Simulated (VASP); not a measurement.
# Er (Im-3m) in VASP: a series of runs

Er is run at these levels: PBE; tasks: single point.

Everything below comes from runs of VASP 6.6.1. Logs are shortened: lines on timing, memory, paths and dates and some standing lists are left out, and cuts for length are marked.

### Step 1. The cell of the first run

Symmetry: Im-3m, No. 229, cubic system. The conventional cell has a = 3.875 Å, b = 3.875 Å, c = 3.875 Å, α = 90.00°, β = 90.00°, γ = 90.00°. Er (site symmetry m-3m) has 14 Er at 3.36 to 3.88 Å within 4.4 Å.

### Step 2. Single point, PBE, collinear spin, ferromagnetic start (volume scaled by 0.94)

Contents of INCAR:

```
PREC = Accurate
ENCUT = 520
EDIFF = 1E-7
ISMEAR = -1
SIGMA = 0.05
LREAL = F
LASPH = T
NELM = 150
ALGO = Normal
ISIF = 2
LWAVE = F
LCHARG = F
ISPIN = 2
MAGMOM = 3
LORBIT = 11
LMAXMIX = 6
GGA = PE
NBANDS = 21
```

Contents of KPOINTS:

```
regular mesh
0
Gamma
  9 9 9
```

Contents of POSCAR:

```
Er
1.0
   -1.9375610369      1.9375610369      1.9375610369
    1.9375610369     -1.9375610369      1.9375610369
    1.9375610369      1.9375610369     -1.9375610369
Er
1
Direct
    0.0000000000      0.0000000000      0.0000000000
```

Potentials or basis: VASP PAW PBE potentials, release 64 (Er).

Launch:

```sh
$ cat potpaw_PBE.64/Er/POTCAR > POTCAR
$ mpirun -np 1 vasp_std > vasp.out
```

OUTCAR:

```text
PREC = Accurate
   ENCUT = 520
   EDIFF = 1E-7
   ISMEAR = -1
   LREAL = F
   LASPH = T
   NELM = 150
   ISIF = 2
   ISPIN = 2
   LORBIT = 11
   GGA = PE

 ion  position               nearest neighbor table
   1  0.000  0.000  0.000-

  LATTYP: Found a body centered cubic cell.
 ALAT       =     3.8751220738

  Lattice vectors:

 A1 = (  -1.9375610369,   1.9375610369,   1.9375610369)
 A2 = (   1.9375610369,  -1.9375610369,   1.9375610369)
 A3 = (   1.9375610369,   1.9375610369,  -1.9375610369)

Analysis of symmetry for initial positions (statically):
=====================================================================
 Subroutine PRICEL returns:
 Original cell was already a primitive cell.

 Routine SETGRP: Setting up the symmetry group for a
 body centered cubic supercell.

 Subroutine GETGRP returns: Found 48 space group operations
 (whereof 48 operations were pure point group operations)
 out of a pool of 48 trial point group operations.

The static configuration has the point symmetry O_h .

Analysis of symmetry for dynamics (positions and initial velocities):
=====================================================================
 Subroutine PRICEL returns:
 Original cell was already a primitive cell.

 Routine SETGRP: Setting up the symmetry group for a
 body centered cubic supercell.

 Subroutine GETGRP returns: Found 48 space group operations
 (whereof 48 operations were pure point group operations)
 out of a pool of 48 trial point group operations.

The dynamic configuration has the point symmetry O_h .

Analysis of structural, dynamic, and magnetic symmetry:
=====================================================================
 Subroutine PRICEL returns:
 Original cell was already a primitive cell.

 Routine SETGRP: Setting up the symmetry group for a
 body centered cubic supercell.

 Subroutine GETGRP returns: Found 48 space group operations
 (whereof 48 operations were pure point group operations)
 out of a pool of 48 trial point group operations.

The overall configuration has the point symmetry O_h .

 Subroutine INISYM returns: Found 48 space group operations
 (whereof 48 operations are pure point group operations),
 and found     1 'primitive' translations

----------------------------------------------------------------------------------------

                                     Primitive cell

  volume of cell :      29.0955

  direct lattice vectors                    reciprocal lattice vectors
    -1.937561037  1.937561037  1.937561037     0.000000000  0.258056387  0.258056387
     1.937561037 -1.937561037  1.937561037     0.258056387  0.000000000  0.258056387
     1.937561037  1.937561037 -1.937561037     0.258056387  0.258056387  0.000000000

  length of vectors
     3.355954159  3.355954159  3.355954159     0.364946842  0.364946842  0.364946842

  position of ions in fractional coordinates (direct lattice)
     0.000000000  0.000000000  0.000000000

  ion indices of the primitive-cell ions
   primitive index   ion index
                 1           1

----------------------------------------------------------------------------------------

 KPOINTS: regular mesh

Automatic generation of k-mesh.
 Grid dimensions read from file:
 generate k-points for:    9    9    9

 Generating k-lattice:

  Cartesian coordinates                     Fractional coordinates (reciprocal lattice)
     0.000000000  0.028672932  0.028672932     0.111111111  0.000000000  0.000000000
     0.028672932  0.000000000  0.028672932     0.000000000  0.111111111  0.000000000
     0.028672932  0.028672932  0.000000000     0.000000000  0.000000000  0.111111111

  Length of vectors
     0.040549649  0.040549649  0.040549649

  Shift w.r.t. Gamma in fractional coordinates (k-lattice)
     0.000000000  0.000000000  0.000000000

 Subroutine IBZKPT returns following result:
 ===========================================

 Found     35 irreducible k-points:

 Following reciprocal coordinates:
            Coordinates               Weight
  0.000000  0.000000  0.000000      1.000000
  0.111111  0.000000  0.000000     12.000000
  0.222222  0.000000  0.000000     12.000000
  0.333333  0.000000  0.000000     12.000000
  0.444444  0.000000  0.000000     12.000000
  0.111111  0.111111  0.000000     24.000000
[... 16 lines left out ...]
 -0.333333  0.444444  0.111111     48.000000
 -0.444444 -0.444444  0.111111     24.000000
 [... further k-points ...]
   k-points           NKPTS =     35   k-points in BZ     NKDIM =     35   number of bands    NBANDS=     21
   number of dos      NEDOS =    301   number of ions     NIONS =      1
   total plane-waves  NPLWV =  21952
   dimension x,y,z NGX =    28 NGY =   28 NGZ =   28
   dimension x,y,z NGXF=    56 NGYF=   56 NGZF=   56
   ions per type =               1
   NGX,Y,Z   is equivalent  to a cutoff of  13.87, 13.87, 13.87 a.u.
   NGXF,Y,Z  is equivalent  to a cutoff of  27.74, 27.74, 27.74 a.u.
 SYSTEM =  unknown system
   PREC   = accura    normal or accurate (medium, high low for compatibility)
   ISTART =      0    job   : 0-new  1-cont  2-samecut
   ICHARG =      2    charge: 1-file 2-atom 10-const
   ISPIN  =      2    spin polarized calculation?
   LNONCOLLINEAR =      F non collinear calculations
   LSORBIT =      F    spin-orbit coupling
   LASPH  =      T    aspherical Exc in radial PAW
   ENCUT  =  520.0 eV  38.22 Ry    6.18 a.u.   6.24  6.24  6.24*2*pi/ulx,y,z
   NELM   =    150;   NELMIN=  2; NELMDL= -5     # of ELM steps
   EDIFF  = 0.1E-06   stopping-criterion for ELM
   LREAL  =      F    real-space projection
   EDIFFG = 0.1E-05   stopping-criterion for IOM
   NSW    =      0    number of steps for IOM
   IBRION =     -1    ionic relax: 0-MD 1-quasi-New 2-CG
   NFREE  =      0    steps in history (QN), initial steepest desc. (CG)
   ISIF   =      2    stress and relaxation
   ISYM   =      2    0-nonsym 1-usesym 2-fastsym
   POTIM  = 0.5000    time-step for ionic-motion
   TEBEG  =    0.0;   TEEND  =   0.0 temperature during run
   PSTRESS=    0.0 pullay stress
   NELECT =      22.0000    total number of electrons
   NUPDOWN=      -1.0000    fix difference up-down
   EMIN   =  10.00;   EMAX   =-10.00  energy-range for DOS
   EFERMI =   0.00;   METHOD = LEGACY
   ISMEAR =    -1;   SIGMA  =   0.05  broadening in eV -4-tet -1-fermi 0-gaus
   EFERMI_NEDOS =   21; number of points for ismear=-14 and -15
   IALGO  =     38    algorithm
   IMIX   =      4    mixing-type and parameters
     AMIX     =   0.40;   BMIX     =  1.00
     AMIX_MAG =   1.60;   BMIX_MAG =  1.00
  volume/ion in A,a.u.               =      29.10       196.35
  Fermi-wavevector in a.u.,A,eV,Ry     =   1.491444  2.818421 30.264877  2.224406
  Thomas-Fermi vector in A             =   2.604098
   LORBIT       =     11    0 simple, 1 ext, 2 COOP (PROOUT), +10 PAW based schemes
   GGA     = PE    functional components
   LHFCALC =     F    Hartree Fock is set to
   AEXX    =    0.0000 exact exchange contribution
   IVDW    =     0    specifies the selected vdW correction
   LEPSILON=     F    determine dielectric tensor
   LRPA    =     F    only Hartree local field effects (RPA)
 spin polarized calculation
  energy-cutoff  :      520.00
  volume of cell :       29.10
 maximum number of plane-waves:       794
 NGX is ok and might be reduce to    28
   NGX = 13   NGY = 13   NGZ = 13

 number of electron      21.9999997 magnetization       2.3090488

 Free energy of the ion-electron system (eV)
  ---------------------------------------------------
  ext. energy  EPLUGINS =         0.00000000
  ---------------------------------------------------
  free energy    TOTEN  =        -5.10138364 eV

  energy without entropy =       -5.05559051  energy(sigma->0) =       -5.07848708

 E-fermi :   2.8308     XC(G=0): -10.4424

 val. band max:        2.8238968514   @ k =   0.1111   0.0000   0.0000
 cond. band min:       2.8332942481   @ k =  -0.4444   0.4444   0.2222
 fundamental gap:      0.0093973967
 Fermi energy:         2.8307525940

 spin component 1

 k-point     1 :       0.0000    0.0000    0.0000
  band No.  band energies     occupation
      1     -46.6804      1.00000
      2     -20.3929      1.00000
      3     -20.3929      1.00000
      4     -20.3929      1.00000
      5      -2.5891      1.00000
      6      -0.0369      1.00000
[... 13 lines left out ...]
     20      14.5325      0.00000
     21      22.6742      0.00000

 k-point     2 :       0.1111    0.0000    0.0000
  band No.  band energies     occupation
      1     -46.6730      1.00000
      2     -20.4887      1.00000
      3     -20.4221      1.00000
      4     -20.3935      1.00000
      5      -2.2057      1.00000
      6      -0.0317      1.00000
[... 13 lines left out ...]
     20      15.6487      0.00000
     21      20.1240      0.00000

 k-point     3 :       0.2222    0.0000    0.0000
  band No.  band energies     occupation
      1     -46.6544      1.00000
      2     -20.7227      1.00000
      3     -20.4951      1.00000
      4     -20.3951      1.00000
      5      -1.1881      1.00000
      6      -0.0179      1.00000
[... 13 lines left out ...]
     20      17.1171      0.00000
     21      18.7538      0.00000
[... 457 lines left out ...]
 k-point    23 :      -0.3333    0.4444    0.1111
  band No.  band energies     occupation
      1     -46.6124      1.00000
      2     -21.0198      1.00000
      3     -20.7134      1.00000
      4     -20.5146      1.00000
      5       0.0128      1.00000
      6       0.0720      1.00000
[... 13 lines left out ...]
     20      16.1759      0.00000
     21      18.9822      0.00000

 k-point    24 :      -0.4444   -0.4444    0.1111
  band No.  band energies     occupation
      1     -46.6058      1.00000
      2     -21.0761      1.00000
      3     -20.7527      1.00000
      4     -20.5141      1.00000
      5       0.0270      1.00000
      6       0.0810      1.00000
[... 13 lines left out ...]
     20      15.6376      0.00000
     21      19.1606      0.00000

 [... further k-points ...]

 spin component 2

 k-point     1 :       0.0000    0.0000    0.0000
  band No.  band energies     occupation
      1     -45.6176      1.00000
      2     -19.6416      1.00000
      3     -19.6416      1.00000
      4     -19.6416      1.00000
      5      -2.6449      1.00000
      6       1.8897      1.00000
[... 13 lines left out ...]
     20      14.5678      0.00000
     21      22.6783      0.00000

 k-point     2 :       0.1111    0.0000    0.0000
  band No.  band energies     occupation
      1     -45.6095      1.00000
      2     -19.7467      1.00000
      3     -19.6731      1.00000
      4     -19.6424      1.00000
      5      -2.2539      1.00000
      6       1.8624      1.00000
[... 13 lines left out ...]
     20      15.7159      0.00000
     21      20.1234      0.00000

 k-point     3 :       0.2222    0.0000    0.0000
  band No.  band energies     occupation
      1     -45.5890      1.00000
      2     -20.0026      1.00000
      3     -19.7518      1.00000
      4     -19.6447      1.00000
      5      -1.2203      1.00000
      6       1.8067      1.00000
[... 13 lines left out ...]
     20      17.1535      0.00000
     21      18.6891      0.00000
[... 457 lines left out ...]
 k-point    23 :      -0.3333    0.4444    0.1111
  band No.  band energies     occupation
      1     -45.5428      1.00000
      2     -20.3242      1.00000
      3     -19.9887      1.00000
      4     -19.7740      1.00000
      5       1.2192      1.00000
      6       1.7117      1.00000
[... 13 lines left out ...]
     20      16.3281      0.00000
     21      19.0699      0.00000

 k-point    24 :      -0.4444   -0.4444    0.1111
  band No.  band energies     occupation
      1     -45.5356      1.00000
      2     -20.3848      1.00000
      3     -20.0312      1.00000
      4     -19.7736      1.00000
      5       1.5168      1.00000
      6       1.7021      1.00000
[... 13 lines left out ...]
     20      15.6822      0.00000
     21      19.1665      0.00000

 [... further k-points ...]

------------------------ aborting loop because EDIFF is reached ----------------------------------------

  FORCE on cell =-STRESS in cart. coord.  units (eV):
  Direction    XX          YY          ZZ          XY          YZ          ZX
  --------------------------------------------------------------------------------------
  -------------------------------------------------------------------------------------
  Total        0.8885208      0.8885208      0.8885208      0.0000000      0.0000000      0.0000000
  in kB       48.9273835     48.9273835     48.9273835      0.0000000      0.0000000      0.0000000
  external PRESSURE =      48.9273835 kB  Pullay stress =       0.0000000 kB

 VOLUME and BASIS-vectors are now :
 -----------------------------------------------------------------------------
  energy-cutoff  :      520.00
  volume of cell :       29.10
      direct lattice vectors                 reciprocal lattice vectors
    -1.937561037  1.937561037  1.937561037     0.000000000  0.258056387  0.258056387
     1.937561037 -1.937561037  1.937561037     0.258056387  0.000000000  0.258056387
     1.937561037  1.937561037 -1.937561037     0.258056387  0.258056387  0.000000000

 POSITION                                       TOTAL-FORCE (eV/Angst)
 -----------------------------------------------------------------------------------
      0.00000      0.00000      0.00000         0.000000     -0.000000      0.000000
 -----------------------------------------------------------------------------------
    total drift:                               -0.000000     -0.000000     -0.000000

  FREE ENERGIE OF THE ION-ELECTRON SYSTEM (eV)
  ---------------------------------------------------
  free  energy   TOTEN  =        -5.1013836427 eV

  energy  without entropy=       -5.0555905092  energy(sigma->0) =       -5.07848708

 total charge

# of ion       s       p       d       f       tot
--------------------------------------------------
    1        2.145   5.755   0.426  11.349  19.674

 magnetization (x)

# of ion       s       p       d       f       tot
--------------------------------------------------
    1        0.003  -0.030  -0.019   2.438   2.392
```

It took 80 s on 1 thread of Intel Xeon Platinum 8375C at 2.90GHz (Ice Lake), shared host; peak memory 0.2 GiB.

What came out:

```yaml
Free_energy: -5.1014 eV
Pressure: 4.9 GPa
Net_moment: 2.31 μB per cell
Site_moments: Er +2.39 μB
Valence_electrons_inside_the_program's_atomic_spheres: Er 19.67
```

Caveat: the cell differs from its parent crystal (volume scaled by 0.94); the magnetic or orbital state may not be the lowest; spin-orbit coupling is left out, which moves the levels of the heavy elements. The state reached can hang on the start; a lower one may exist.

### Step 3. Single point, PBE, collinear spin, ferromagnetic start (volume scaled by 0.98)

Contents of INCAR:

```
  PREC = Accurate
  ENCUT = 520
  EDIFF = 1E-6
  ISMEAR = -1
  SIGMA = 0.05
  LREAL = False
  LASPH = True
  NELM = 150
  ALGO = Normal
  ISIF = 2
  LWAVE = False
  LCHARG = True
  ISPIN = 2
  MAGMOM = 3
  LORBIT = 11
  LMAXMIX = 6
  GGA = PE
  LELF = True
  LVHAR = True
  NBANDS = 21
```

Contents of KPOINTS:

```
Automatic mesh
0
Gamma
  9 9 9
```

Contents of POSCAR:

```
Er
1.0
   -1.9646633028      1.9646633028      1.9646633028
    1.9646633028     -1.9646633028      1.9646633028
    1.9646633028      1.9646633028     -1.9646633028
Er
1
Direct
    0.0000000000      0.0000000000      0.0000000000
```

Potentials or basis: VASP PAW PBE potentials, release 64 (Er).

Launch:

```sh
$ cat potpaw_PBE.64/Er/POTCAR > POTCAR
$ mpirun -np 1 vasp_std > vasp.out
```

It took 89 s on 1 thread of Intel Xeon Platinum 8375C at 2.90GHz (Ice Lake), shared host; peak memory 0.2 GiB.

Results (log left out):

```
Free energy                                           : -5.1331 eV
Pressure                                              : 3.2 GPa
Net moment                                            : 2.31 μB per cell
Site moments                                          : Er +2.39 μB
Valence electrons inside the program's atomic spheres : Er 19.66
```

Levels at points of the mesh, in eV from the Fermi level:
Spin up:
| k point | band 8 | band 9 | band 10 | band 11 | band 12 | band 13 | band 14 | band 15 | band 16 | band 17 |
| --- | --- | --- | --- | --- | --- | --- | --- | --- | --- | --- |
| (0.00, 0.00, 0.00) | -2.86 | -1.97 | -1.90 | -1.90 | -1.90 | 2.49 | 2.49 | 2.49 | 4.79 | 4.79 |
Spin down:
| k point | band 8 | band 9 | band 10 | band 11 | band 12 | band 13 |
| --- | --- | --- | --- | --- | --- | --- |
| (0.00, 0.00, 0.00) | -0.61 | -0.61 | 0.01 | 0.01 | 0.01 | 2.66 |

Caveat: the cell differs from its parent crystal (volume scaled by 0.98); the magnetic or orbital state may not be the lowest; spin-orbit coupling is left out, which moves the levels of the heavy elements. The state reached can hang on the start; a lower one may exist.

### Step 4. Single point, PBE, collinear spin, ferromagnetic start

This run uses another cell than the first one, of 30.95 Å³/atom, 1.064 times its volume.

Contents of INCAR:

```
ALGO = Normal ; EDIFF = 1E-7
ENCUT = 520 ; GGA = PE
ISIF = 2 ; ISMEAR = -1
ISPIN = 2 ; LASPH = True
LCHARG = False ; LMAXMIX = 6
LORBIT = 11 ; LREAL = False
LWAVE = False ; MAGMOM = 3
NBANDS = 21 ; NELM = 150
PREC = Accurate ; SIGMA = 0.05
```

Contents of KPOINTS:

```
k-points
0
Gamma
  9 9 9
```

Contents of POSCAR:

```
Er
1.0
   -1.9779384575      1.9779384575      1.9779384575
    1.9779384575     -1.9779384575      1.9779384575
    1.9779384575      1.9779384575     -1.9779384575
Er
1
Direct
    0.0000000000      0.0000000000      0.0000000000
```

Launch:

```sh
$ cat potpaw_PBE.64/Er/POTCAR > POTCAR
$ mpirun -np 1 vasp_std > vasp.out
```

It took 3.1 min on 1 thread of Intel Xeon Platinum 8375C at 2.90GHz (Ice Lake), shared host; peak memory 0.21 GiB.

Results (log left out):

* Free energy: -4.7687 eV
* Pressure: 1.7 GPa
* Net moment: 2.20 μB per cell
* Site moments: Er +2.30 μB
* Valence electrons inside the program's atomic spheres: Er 19.68

Levels at points of the mesh, in eV from the Fermi level:
Spin up:
| k point | band 9 | band 10 | band 11 | band 12 | band 13 | band 14 | band 15 | band 16 |
| --- | --- | --- | --- | --- | --- | --- | --- | --- |
| (0.00, 0.00, 0.00) | -1.87 | -1.87 | -1.87 | -1.65 | 2.68 | 2.68 | 2.68 | 4.84 |
Spin down:
```
           k point  band 6  band 7  band 8  band 9  band 10  band 11  band 12  band 13  band 14  band 15
(0.00, 0.00, 0.00)   -0.19   -0.19   -0.19    0.04     0.04     0.04     0.09     2.79     2.79     2.79
```

Caveat: the magnetic or orbital state may not be the lowest; spin-orbit coupling is left out, which moves the levels of the heavy elements. The state reached can hang on the start; a lower one may exist.

### Step 5. Single point, PBE, collinear spin, ferromagnetic start (volume scaled by 1.02)

Contents of INCAR:

```
PREC = Accurate
ENCUT = 520
EDIFF = 1E-6
ISMEAR = -1
SIGMA = 0.05
LREAL = False
LASPH = True
NELM = 150
ALGO = Normal
ISIF = 2
LWAVE = False
LCHARG = True
ISPIN = 2
MAGMOM = 3
LORBIT = 11
LMAXMIX = 6
GGA = PE
LELF = True
LVHAR = True
NBANDS = 21
```

Contents of KPOINTS:

```
regular mesh
0
Gamma
  9 9 9
```

Contents of POSCAR:

```
Er
1.0
   -1.9910377694      1.9910377694      1.9910377694
    1.9910377694     -1.9910377694      1.9910377694
    1.9910377694      1.9910377694     -1.9910377694
Er
1
Direct
    0.0000000000      0.0000000000      0.0000000000
```

Launch:

```sh
$ cat potpaw_PBE.64/Er/POTCAR > POTCAR
$ mpirun -np 1 vasp_std > vasp.out
```

Wall time 1.8 min (1 thread of Intel Xeon Platinum 8375C at 2.90GHz (Ice Lake), shared host); peak memory 0.2 GiB.

The run converged. Its results:

| Item | Value |
| --- | --- |
| Free energy | -5.0029 eV |
| Pressure | 2.2 GPa |
| Net moment | 2.38 μB per cell |
| Site moments | Er +2.36 μB |
| Valence electrons inside the program's atomic spheres | Er 19.66 |

Levels at points of the mesh, in eV from the Fermi level:
Spin up:
```csv
k point,band 9,band 10,band 11,band 12,band 13,band 14,band 15,band 16
"(0.00, 0.00, 0.00)",-2.12,-1.92,-1.92,-1.92,2.39,2.39,2.39,4.59
```
Spin down:
| k point | band 7 | band 8 | band 9 | band 10 | band 11 | band 12 | band 13 | band 14 |
| --- | --- | --- | --- | --- | --- | --- | --- | --- |
| (0.00, 0.00, 0.00) | -0.80 | -0.80 | 0.07 | 0.07 | 0.07 | 0.51 | 2.65 | 2.65 |

Caveat: the cell differs from its parent crystal (volume scaled by 1.02); the magnetic or orbital state may not be the lowest; spin-orbit coupling is left out, which moves the levels of the heavy elements. The state reached can hang on the start; a lower one may exist.

[end of part 1 of 2]
